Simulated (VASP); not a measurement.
Set up this calculation in VASP 6.6.1, as the native input.

| Property | Result |
| --- | --- |
| Task | relaxation of cell and atoms |
| Functional | PBEsol |
| Potentials or basis | VASP PAW PBE potentials, release 64 (Sn_d, Pb_d, Se) |
| Cutoff | 600 eV |
| k mesh | 6 × 6 × 6 |
| Occupations | gaussian, width 0.03 eV |
| Spin | no spin polarisation |
| Further INCAR settings | ALGO = Normal; EDIFF = 1e-06; IBRION = 2; EDIFFG = -0.01; NSW = 90; ISIF = 3 |

The structure of SnPb3Se4 lies in POSCAR:

```
SnPb3Se4
1.0
    0.0000000000      6.0959750000     -6.0959750000
   -6.0959750000      0.0000000000     -6.0959750000
   -6.0959750000      6.0959750000      0.0000000000
Sn Pb Se
2 6 8
Direct
    0.5000000000      0.5000000000      0.0000000000
    0.0000000000      0.5000000000      0.0000000000
    0.5000000000      0.0000000000      0.0000000000
    0.0000000000      0.0000000000      0.0000000000
    0.5000000000      0.5000000000      0.5000000000
    0.0000000000      0.5000000000      0.5000000000
    0.5000000000      0.0000000000      0.5000000000
    0.0000000000      0.0000000000      0.5000000000
    0.7500000000      0.7500000000      0.2500000000
    0.2500000000      0.7500000000      0.2500000000
    0.7500000000      0.2500000000      0.2500000000
    0.2500000000      0.2500000000      0.2500000000
    0.7500000000      0.7500000000      0.7500000000
    0.2500000000      0.7500000000      0.7500000000
    0.7500000000      0.2500000000      0.7500000000
    0.2500000000      0.2500000000      0.7500000000
```

The input as run:

INCAR

```
PREC = Accurate
ENCUT = 600
EDIFF = 1E-6
ISMEAR = 0
SIGMA = 0.03
LREAL = False
LASPH = True
NELM = 80
ALGO = Normal
ISIF = 3
LWAVE = False
LCHARG = False
GGA = PS
IBRION = 2
NSW = 90
EDIFFG = -0.01
KPAR = 4
```

KPOINTS

```
regular mesh
0
Gamma
  6 6 6
```

Potentials or basis: VASP PAW PBE potentials, release 64 (Sn_d, Pb_d, Se).

The run is started by

```sh
$ cat potpaw_PBE.64/Sn_d/POTCAR potpaw_PBE.64/Pb_d/POTCAR potpaw_PBE.64/Se/POTCAR > POTCAR
$ mpirun -np 4 vasp_std > vasp.out
```

It gave:

```json
{
  "Relaxed volume": "27.91 Å³/atom",
  "Relaxed cell": "a = 8.580 Å, b = 8.579 Å, c = 8.579 Å, α = 60.00°, β = 60.00°, γ = 60.00°",
  "Space group after relaxing (to 0.1 Å)": "Cmmm (No. 65)",
  "Energy gained by relaxing": "3.1 meV/atom",
  "Ionic steps": "5",
  "Pressure after relaxing": "0.0 GPa",
  "Largest force after relaxing": "0.003 eV/Å",
  "Band gap on the k mesh": "0.02 eV"
}
```

Caveat: the PAW data sets were made with another functional, which shifts forces and pressure a little; spin-orbit coupling is left out, which moves the levels of the heavy elements.

It took 69 min on 4 MPI ranks on Intel(R) Xeon(R) Platinum 8259CL CPU @ 2.50GHz (Skylake/Cascade Lake), with other jobs on the host, peak memory 2.1 GiB a rank.
